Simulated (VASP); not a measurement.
# Lu (P6_3/mmc) in VASP: a series of runs

Lu is run at these levels: PBE; tasks: single point, relaxation of cell and atoms.

All numbers are computed with VASP 6.6.1; they aren't measurements. Logs are shortened: lines on timing, memory, paths and dates and some standing lists are left out, and cuts for length are marked.

## Step 1: The cell of the first run

The structure is hexagonal, space group P6_3/mmc (No. 194). The conventional cell has a = 3.507 Å, b = 3.507 Å, c = 5.477 Å, α = 90.00°, β = 90.00°, γ = 120.00°. Lu (site symmetry -6m2) has 12 Lu at 3.41 to 3.51 Å within 4.5 Å.

## Step 2: Single point, PBE

Contents of INCAR:

```
PREC = Accurate ; ENCUT = 520
EDIFF = 1E-7 ; ISMEAR = -1
SIGMA = 0.1 ; LREAL = F
LASPH = T ; NELM = 100
ALGO = Normal ; ISIF = 2
LWAVE = F ; LCHARG = F
GGA = PE ; NBANDS = 32
```

Contents of KPOINTS:

```
Automatic mesh
0
Gamma
  10 10 6
```

Contents of POSCAR:

```
Lu
1.0
    3.5070808964      0.0000000000      0.0000000000
   -1.7535404482      3.0372211494      0.0000000000
    0.0000000000      0.0000000000      5.4772888711
Lu
2
Direct
    0.3333333333      0.6666666667      0.2500000000
    0.6666666667      0.3333333333      0.7500000000
```

Potentials or basis: VASP PAW PBE potentials, release 64 (Lu).

Launch:

```
cat potpaw_PBE.64/Lu/POTCAR > POTCAR
mpirun -np 1 vasp_std > vasp.out
```

OUTCAR:

```text
PREC = Accurate
   ENCUT = 520
   EDIFF = 1E-7
   ISMEAR = -1
   LREAL = F
   LASPH = T
   NELM = 100
   ISIF = 2
   GGA = PE

 ion  position               nearest neighbor table
   1  0.333  0.667  0.250-   2 3.41   2 3.41   2 3.41   2 3.41   2 3.41   2 3.41
   2  0.667  0.333  0.750-   1 3.41   1 3.41   1 3.41   1 3.41   1 3.41   1 3.41

  LATTYP: Found a hexagonal cell.
 ALAT       =     3.5070808964
 C/A-ratio  =     1.5617800196

  Lattice vectors:

 A1 = (   3.5070808964,   0.0000000000,   0.0000000000)
 A2 = (  -1.7535404482,   3.0372211494,   0.0000000000)
 A3 = (   0.0000000000,   0.0000000000,   5.4772888711)

Analysis of symmetry for initial positions (statically):
=====================================================================
 Subroutine PRICEL returns:
 Original cell was already a primitive cell.

 Routine SETGRP: Setting up the symmetry group for a
 hexagonal supercell.

 Subroutine GETGRP returns: Found 24 space group operations
 (whereof 12 operations were pure point group operations)
 out of a pool of 24 trial point group operations.

The static configuration has the point symmetry D_3d.
 The point group associated with its full space group is D_6h.

Analysis of symmetry for dynamics (positions and initial velocities):
=====================================================================
 Subroutine PRICEL returns:
 Original cell was already a primitive cell.

 Routine SETGRP: Setting up the symmetry group for a
 hexagonal supercell.

 Subroutine GETGRP returns: Found 24 space group operations
 (whereof 12 operations were pure point group operations)
 out of a pool of 24 trial point group operations.

The dynamic configuration has the point symmetry D_3d.
 The point group associated with its full space group is D_6h.

 Subroutine INISYM returns: Found 24 space group operations
 (whereof 12 operations are pure point group operations),
 and found     1 'primitive' translations

----------------------------------------------------------------------------------------

                                     Primitive cell

  volume of cell :      58.3429

  direct lattice vectors                    reciprocal lattice vectors
     3.507080896  0.000000000  0.000000000     0.285137420  0.164624166  0.000000000
    -1.753540448  3.037221149  0.000000000     0.000000000  0.329248333  0.000000000
     0.000000000  0.000000000  5.477288871     0.000000000  0.000000000  0.182572076

  length of vectors
     3.507080896  3.507080896  5.477288871     0.329248333  0.329248333  0.182572076

  position of ions in fractional coordinates (direct lattice)
     0.333333333  0.666666667  0.250000000
     0.666666667  0.333333333  0.750000000

  ion indices of the primitive-cell ions
   primitive index   ion index
                 1           1
                 2           2

----------------------------------------------------------------------------------------

 KPOINTS: Automatic mesh

Automatic generation of k-mesh.
 Grid dimensions read from file:
 generate k-points for:   10   10    6

 Generating k-lattice:

  Cartesian coordinates                     Fractional coordinates (reciprocal lattice)
     0.028513742  0.016462417  0.000000000     0.100000000 -0.000000000  0.000000000
     0.000000000  0.032924833  0.000000000     0.000000000  0.100000000  0.000000000
     0.000000000  0.000000000  0.030428679     0.000000000  0.000000000  0.166666667

  Length of vectors
     0.032924833  0.032924833  0.030428679

  Shift w.r.t. Gamma in fractional coordinates (k-lattice)
     0.000000000  0.000000000  0.000000000

 Subroutine IBZKPT returns following result:
 ===========================================

 Found     56 irreducible k-points:

 Following reciprocal coordinates:
            Coordinates               Weight
  0.000000  0.000000  0.000000      1.000000
  0.100000 -0.000000  0.000000      6.000000
  0.200000 -0.000000  0.000000      6.000000
  0.300000  0.000000  0.000000      6.000000
  0.400000  0.000000  0.000000      6.000000
  0.500000  0.000000  0.000000      3.000000
[... 16 lines left out ...]
  0.300000  0.100000  0.166667     24.000000
  0.400000  0.100000  0.166667     24.000000
 [... further k-points ...]
   k-points           NKPTS =     56   k-points in BZ     NKDIM =     56   number of bands    NBANDS=     32
   number of dos      NEDOS =    301   number of ions     NIONS =      2
   total plane-waves  NPLWV =  32928
   dimension x,y,z NGX =    28 NGY =   28 NGZ =   42
   dimension x,y,z NGXF=    56 NGYF=   56 NGZF=   84
   ions per type =               2
   NGX,Y,Z   is equivalent  to a cutoff of  13.27, 13.27, 12.75 a.u.
   NGXF,Y,Z  is equivalent  to a cutoff of  26.55, 26.55, 25.50 a.u.
 SYSTEM =  unknown system
   PREC   = accura    normal or accurate (medium, high low for compatibility)
   ISTART =      0    job   : 0-new  1-cont  2-samecut
   ICHARG =      2    charge: 1-file 2-atom 10-const
   ISPIN  =      1    spin polarized calculation?
   LNONCOLLINEAR =      F non collinear calculations
   LSORBIT =      F    spin-orbit coupling
   LASPH  =      T    aspherical Exc in radial PAW
   ENCUT  =  520.0 eV  38.22 Ry    6.18 a.u.   6.52  6.52 10.18*2*pi/ulx,y,z
   NELM   =    100;   NELMIN=  2; NELMDL= -5     # of ELM steps
   EDIFF  = 0.1E-06   stopping-criterion for ELM
   LREAL  =      F    real-space projection
   EDIFFG = 0.1E-05   stopping-criterion for IOM
   NSW    =      0    number of steps for IOM
   IBRION =     -1    ionic relax: 0-MD 1-quasi-New 2-CG
   NFREE  =      0    steps in history (QN), initial steepest desc. (CG)
   ISIF   =      2    stress and relaxation
   ISYM   =      2    0-nonsym 1-usesym 2-fastsym
   POTIM  = 0.5000    time-step for ionic-motion
   TEBEG  =    0.0;   TEEND  =   0.0 temperature during run
   PSTRESS=    0.0 pullay stress
   NELECT =      50.0000    total number of electrons
   NUPDOWN=      -1.0000    fix difference up-down
   EMIN   =  10.00;   EMAX   =-10.00  energy-range for DOS
   EFERMI =   0.00;   METHOD = LEGACY
   ISMEAR =    -1;   SIGMA  =   0.10  broadening in eV -4-tet -1-fermi 0-gaus
   EFERMI_NEDOS =   21; number of points for ismear=-14 and -15
   IALGO  =     38    algorithm
   IMIX   =      4    mixing-type and parameters
     AMIX     =   0.40;   BMIX     =  1.00
     AMIX_MAG =   1.60;   BMIX_MAG =  1.00
  volume/ion in A,a.u.               =      29.17       196.86
  Fermi-wavevector in a.u.,A,eV,Ry     =   1.555018  2.938559 32.900009  2.418082
  Thomas-Fermi vector in A             =   2.659020
   LORBIT       =      0    0 simple, 1 ext, 2 COOP (PROOUT), +10 PAW based schemes
   GGA     = PE    functional components
   LHFCALC =     F    Hartree Fock is set to
   AEXX    =    0.0000 exact exchange contribution
   IVDW    =     0    specifies the selected vdW correction
   LEPSILON=     F    determine dielectric tensor
   LRPA    =     F    only Hartree local field effects (RPA)
 non-spin polarized calculation
  energy-cutoff  :      520.00
  volume of cell :       58.34
 maximum number of plane-waves:      1616
 NGX is ok and might be reduce to    28
   NGX = 13   NGY = 13   NGZ = 21

 number of electron      49.9999992 magnetization

 Free energy of the ion-electron system (eV)
  ---------------------------------------------------
  ext. energy  EPLUGINS =         0.00000000
  ---------------------------------------------------
  free energy    TOTEN  =        -9.09761955 eV

  energy without entropy =       -8.99027270  energy(sigma->0) =       -9.04394612

 E-fermi :   2.2080     XC(G=0): -10.6557

 val. band max:        2.1664268568   @ k =   0.2000   0.2000   0.3333
 cond. band min:       2.2338485943   @ k =   0.2000  -0.0000   0.1667
 fundamental gap:      0.0674217374
 Fermi energy:         2.2079972874

 k-point     1 :       0.0000    0.0000    0.0000
  band No.  band energies     occupation
      1     -53.9779      2.00000
      2     -53.9424      2.00000
      3     -24.9243      2.00000
      4     -24.4952      2.00000
      5     -24.4952      2.00000
      6     -24.4106      2.00000
[... 24 lines left out ...]
     31       5.6555      0.00000
     32       5.6555      0.00000

 k-point     2 :       0.1000   -0.0000    0.0000
  band No.  band energies     occupation
      1     -53.9756      2.00000
      2     -53.9417      2.00000
      3     -24.9085      2.00000
      4     -24.5261      2.00000
      5     -24.5059      2.00000
      6     -24.4434      2.00000
[... 24 lines left out ...]
     31       5.3618      0.00000
     32       5.4201      0.00000

 k-point     3 :       0.2000   -0.0000    0.0000
  band No.  band energies     occupation
      1     -53.9695      2.00000
      2     -53.9400      2.00000
      3     -24.8642      2.00000
      4     -24.6075      2.00000
      5     -24.5330      2.00000
      6     -24.5269      2.00000
[... 24 lines left out ...]
     31       5.8109      0.00000
     32       5.9889      0.00000

 k-point     4 :       0.3000    0.0000    0.0000
  band No.  band energies     occupation
      1     -53.9613      2.00000
      2     -53.9384      2.00000
      3     -24.8004      2.00000
      4     -24.7088      2.00000
      5     -24.6255      2.00000
      6     -24.5649      2.00000
[... 24 lines left out ...]
     31       6.5900      0.00000
     32       6.9300      0.00000

 k-point     5 :       0.4000    0.0000    0.0000
  band No.  band energies     occupation
      1     -53.9537      2.00000
      2     -53.9381      2.00000
      3     -24.7910      2.00000
      4     -24.7337      2.00000
      5     -24.7019      2.00000
      6     -24.5898      2.00000
[... 584 lines left out ...]
     31       5.7124      0.00000
     32       6.1350      0.00000

 k-point    22 :       0.2000    0.1000    0.1667
  band No.  band energies     occupation
      1     -53.9625      2.00000
      2     -53.9405      2.00000
      3     -24.8185      2.00000
      4     -24.6433      2.00000
      5     -24.6175      2.00000
      6     -24.5443      2.00000
[... 24 lines left out ...]
     31       6.2410      0.00000
     32       6.7952      0.00000

 k-point    23 :       0.3000    0.1000    0.1667
  band No.  band energies     occupation
      1     -53.9550      2.00000
      2     -53.9392      2.00000
      3     -24.8070      2.00000
      4     -24.7168      2.00000
      5     -24.6611      2.00000
      6     -24.5819      2.00000
[... 24 lines left out ...]
     31       7.3078      0.00000
     32       7.5919      0.00000

 k-point    24 :       0.4000    0.1000    0.1667
  band No.  band energies     occupation
      1     -53.9495      2.00000
      2     -53.9393      2.00000
      3     -24.8351      2.00000
      4     -24.7510      2.00000
      5     -24.6581      2.00000
      6     -24.5961      2.00000
[... 24 lines left out ...]
     31       7.9887      0.00000
     32       8.2508      0.00000

 [... further k-points ...]

------------------------ aborting loop because EDIFF is reached ----------------------------------------

  FORCE on cell =-STRESS in cart. coord.  units (eV):
  Direction    XX          YY          ZZ          XY          YZ          ZX
  --------------------------------------------------------------------------------------
  -------------------------------------------------------------------------------------
  Total        0.0422478      0.0422478      0.0492360      0.0000000      0.0000000      0.0000000
  in kB        1.1601843      1.1601843      1.3520896      0.0000000      0.0000000      0.0000000
  external PRESSURE =       1.2241527 kB  Pullay stress =       0.0000000 kB

 VOLUME and BASIS-vectors are now :
 -----------------------------------------------------------------------------
  energy-cutoff  :      520.00
  volume of cell :       58.34
      direct lattice vectors                 reciprocal lattice vectors
     3.507080896  0.000000000  0.000000000     0.285137420  0.164624166  0.000000000
    -1.753540448  3.037221149  0.000000000     0.000000000  0.329248333  0.000000000
     0.000000000  0.000000000  5.477288871     0.000000000  0.000000000  0.182572076

 POSITION                                       TOTAL-FORCE (eV/Angst)
 -----------------------------------------------------------------------------------
     -0.00000      2.02481      1.36932        -0.000000     -0.000000      0.000000
      1.75354      1.01241      4.10797         0.000000      0.000000      0.000000
 -----------------------------------------------------------------------------------
    total drift:                               -0.000000      0.000000     -0.000000

  FREE ENERGIE OF THE ION-ELECTRON SYSTEM (eV)
  ---------------------------------------------------
  free  energy   TOTEN  =        -9.0976195458 eV

  energy  without entropy=       -8.9902726981  energy(sigma->0) =       -9.04394612
```

Wall time 49 s (1 thread of AMD EPYC 9R45 (Zen 5), shared host); peak memory 0.21 GiB.

Results:

| Property | Result |
| --- | --- |
| Free energy | -9.0976 eV |
| Pressure | 0.1 GPa |
| Band gap on the k mesh | zero (bands 25 and 26 overlap by 1.84 eV) |

Levels at points of the mesh, in eV from the Fermi level:
```
           k point  band 21  band 22  band 23  band 24  band 25  band 26  band 27  band 28  band 29  band 30
(0.00, 0.00, 0.00)    -4.87    -4.85    -4.85    -2.38     0.67     2.20     2.20     2.62     2.94     2.94
(0.50, 0.00, 0.00)    -4.87    -4.86    -2.34    -1.38    -0.82    -0.35     1.61     1.86     2.41     6.15
(0.00, 0.00, 0.50)    -4.85    -4.85    -4.34    -4.34     1.23     1.23     2.10     2.10     2.10     2.10
(0.50, 0.00, 0.50)    -4.88    -4.88    -2.08    -2.08     0.11     0.11     1.38     1.38     3.36     3.36
```

Caveat: spin-orbit coupling is left out, which moves the levels of the heavy elements.

## Step 3: Relaxation of cell and atoms, PBE

This run uses another cell than the first one, of 29.50 Å³/atom.

Contents of INCAR:

```
SYSTEM = Lu
ALGO = Normal
EDIFF = 1E-7
EDIFFG = -0.01
ENCUT = 600
GGA = PE
IBRION = 2
ISIF = 3
ISMEAR = -1
LASPH = .True.
LCHARG = .False.
LREAL = .False.
LWAVE = .False.
NELM = 60
NSW = 80
PREC = Accurate
SIGMA = 0.1
```

Contents of KPOINTS:

```
k-points
0
Gamma
  10 10 6
  0 0 0
```

Contents of POSCAR:

```
Lu
1.0
    3.5030984446      0.0000000000      0.0000000000
   -1.7515492223      3.0337722450      0.0000000000
    0.0000000000      0.0000000000      5.5509000000
Lu
2
Direct
    0.3333333333      0.6666666667      0.2500000000
    0.6666666667      0.3333333333      0.7500000000
```

Potentials or basis: VASP PAW PBE potentials, release 64 (Lu).

Launch:

```
cat potpaw_PBE.64/Lu/POTCAR > POTCAR
mpirun -np 1 vasp_std > vasp.out
```

Wall time 3.5 min (1 thread of AMD EPYC 9R45 (Zen 5), shared host); peak memory 0.24 GiB.

The run converged. Its results:

```
Free energy                           : -9.0983 eV
Relaxed volume                        : 29.27 Å³/atom
Relaxed cell                          : a = 3.511 Å, b = 3.511 Å, c = 5.484 Å, α = 90.00°, β = 90.00°, γ = 120.00°
Space group after relaxing (to 0.1 Å) : P6_3/mmc (No. 194)
Energy gained by relaxing             : 1.0 meV/atom
Ionic steps                           : 5
Pressure after relaxing               : 0.0 GPa
Band gap on the k mesh                : zero (bands 25 and 26 overlap by 1.84 eV)
```

Step by step:
```
step  energy change (eV)  largest force (eV/Å)  pressure (GPa)  volume (Å³)
   1              0.0000                0.0000           -0.30        58.99
   2             -0.0018                0.0000            0.07        58.52
   3             -0.0019                0.0000            0.12        58.41
   4             -0.0019                0.0000            0.16        58.35
   5             -0.0020                0.0000            0.03        58.55
```

Final structure:
```
Lu
1.0
     3.51110    0.00000    0.00000
    -1.75555    3.04071    0.00000
     0.00000    0.00000    5.48385
Lu
2
Direct
  0.33333 0.66667 0.25000
  0.66667 0.33333 0.75000
```

Levels at points of the mesh, in eV from the Fermi level:
| k point | band 23 | band 24 | band 25 | band 26 | band 27 | band 28 |
| --- | --- | --- | --- | --- | --- | --- |
| (0.00, 0.00, 0.00) | -4.86 | -2.37 | 0.66 | 2.19 | 2.19 | 2.62 |
| (0.50, 0.00, 0.00) | -2.33 | -1.37 | -0.82 | -0.35 | 1.60 | 1.86 |
| (0.00, 0.00, 0.50) | -4.34 | -4.34 | 1.23 | 1.23 | 2.10 | 2.10 |
| (0.50, 0.00, 0.50) | -2.08 | -2.08 | 0.11 | 0.11 | 1.37 | 1.37 |

Caveat: spin-orbit coupling is left out, which moves the levels of the heavy elements.

## Step 4: Single point, PBE (25.67 Å³/atom)

This run uses another cell than the first one, of 25.67 Å³/atom.

Contents of INCAR:

```
SYSTEM = Lu
PREC     = Accurate       ! precision mode
ENCUT    = 520            ! plane-wave cutoff, eV
EDIFF    = 1E-6           ! SCF threshold, eV
ISMEAR   = -1             ! smearing method
SIGMA    = 0.1            ! smearing width, eV
LREAL    = .FALSE.        ! projectors in reciprocal space
LASPH    = .TRUE.         ! aspherical terms in the spheres
NELM     = 60             ! most SCF steps
ALGO     = Normal         ! electronic algorithm
ISIF     = 2              ! what is computed and relaxed
LWAVE    = .FALSE.        ! write WAVECAR
LCHARG   = .TRUE.         ! write CHGCAR
GGA      = PE             ! functional
LELF     = .TRUE.         ! ELF
LVHAR    = .TRUE.       
NBANDS   = 32             ! bands
```

Contents of KPOINTS:

```
Automatic mesh
0
G
  17 17 10
  0 0 0
```

Contents of POSCAR:

```
Lu
1.0
    3.3607794094      0.0000000000      0.0000000000
   -1.6803897047      2.9105203451      0.0000000000
    0.0000000000      0.0000000000      5.2487981319
Lu
2
Direct
    0.3333333333      0.6666666667      0.2500000000
    0.6666666667      0.3333333333      0.7500000000
```

Launch:

```
cat potpaw_PBE.64/Lu/POTCAR > POTCAR
mpirun -np 1 vasp_std > vasp.out
```

Run time: 2.4 min. Hardware: 1 thread of AMD EPYC 9R45 (Zen 5), shared host; peak memory 0.35 GiB.

Results (log left out):

* Free energy: -8.9403 eV
* Pressure: 7.4 GPa
* Band gap on the k mesh: zero (bands 25 and 26 overlap by 1.93 eV)

Levels at points of the mesh, in eV from the Fermi level:
| k point | band 21 | band 22 | band 23 | band 24 | band 25 | band 26 | band 27 | band 28 | band 29 | band 30 |
| --- | --- | --- | --- | --- | --- | --- | --- | --- | --- | --- |
| (0.00, 0.00, 0.00) | -4.66 | -4.63 | -4.62 | -2.62 | 1.12 | 2.30 | 2.30 | 2.79 | 3.16 | 3.16 |
| (0.00, 0.00, 0.50) | -4.62 | -4.62 | -4.46 | -4.46 | 1.28 | 1.28 | 2.19 | 2.19 | 2.19 | 2.19 |

Caveat: the cell stands under pressure; spin-orbit coupling is left out, which moves the levels of the heavy elements.

## Step 5: Overview

| task | cell | k mesh | cutoff (eV) | gap on the mesh (eV) | pressure (GPa) |
| --- | --- | --- | --- | --- | --- |
| single point | a = 3.507, b = 3.507, c = 5.477 Å, angles 90.0, 90.0, 120.0°, 2 atoms | 10 × 10 × 6 | 520 | none | 0.1 |
| relaxation of cell and atoms | relaxed from a = 3.503, b = 3.503, c = 5.551 Å, angles 90.0, 90.0, 120.0°, 2 atoms | 10 × 10 × 6 | 600 | none | 0.0 |
| single point | a = 3.361, b = 3.361, c = 5.249 Å, angles 90.0, 90.0, 120.0°, 2 atoms | 17 × 17 × 10 | 520 | none | 7.4 |

Alike in all rows: level PBE; potentials or basis VASP PAW PBE potentials, release 64 (Lu); no spin polarisation; smearing fermi-dirac 0.1 eV.

Caveats: spin-orbit coupling is left out, which moves the levels of the heavy elements; the cell stands under pressure (at least some runs).

Absolute energies hang on the potentials; compare differences alone.

The gap in the log of VASP goes by the Fermi energy; the results here count the filled bands.